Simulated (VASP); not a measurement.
PbF2:

```
Pb F
1.0
     2.12108    1.22461    3.46602
    -2.12108    1.22461    3.46602
     0.00000   -2.44922    3.46602
Pb F
1 2
Direct
  0.00000 0.00000 0.00000
  0.24995 0.24995 0.24995
  0.75005 0.75005 0.75005
```

Base run:

- Program: VASP 6.6.1
- Functional: PBE
- Potentials or basis: VASP PAW PBE potentials, release 64 (Pb_d, F)
- Cutoff: 520 eV
- k mesh: 10 × 10 × 10
- Occupations: methfessel-paxton, width 0.05 eV
- Spin: no spin polarisation

Its results: band gap on the k mesh 4.43 eV (least direct gap 4.56 eV); pressure -0.2 GPa.

The run is repeated on the same cell with these changes: functional from PBE to PBEsol; occupations from methfessel-paxton, width 0.05 eV to gaussian, width 0.05 eV. What comes out?

Band gap on the k mesh 4.31 eV (least direct gap 4.46 eV); pressure -3.7 GPa.

Caveats: spin-orbit coupling is left out, which moves the levels of the heavy elements; the cell stands under tension (at least some runs); the PAW data sets were made with another functional, which shifts forces and pressure a little (at least some runs).

A k mesh can miss the band edges.
